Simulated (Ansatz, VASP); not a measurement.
One calculation of Li2Se, two programs

```
Li Se
1.0
     0.00000    3.00250    3.00250
     3.00250    0.00000    3.00250
     3.00250    3.00250    0.00000
Li Se
2 1
Cartesian
  1.5012 1.5012 1.5012
  4.5038 4.5038 4.5038
  0.0000 0.0000 0.0000
```

Alike in both runs: task electric field gradients; functional PBE; k mesh 9 × 9 × 9; occupations fermi-dirac, width 0.03 eV; no spin polarisation.

|  | VASP | Ansatz |
| --- | --- | --- |
| version | VASP 6.6.1 | Ansatz 0.2.0 |
| potentials or method | VASP PAW PBE potentials, release 64 (Li_sv, Se) | PAW with Ansatz's default frozen-core files, scalar-relativistic |
| plane-wave cutoff (eV) | 650 | 420 |
| valence electrons in the cell | 12 | 22 |

VASP gave:

* gap on the k mesh at the Fermi level (eV): 3.06
* pressure (GPa): -0.1

Question: What did Ansatz give for the same quantities?

Answer: gap on the k mesh at the Fermi level (eV): 3.06; pressure (GPa): 0.0.

VASP's potentials hold 12 valence electrons a cell and Ansatz's 22, so a difference there can come from the potentials and not from the codes.
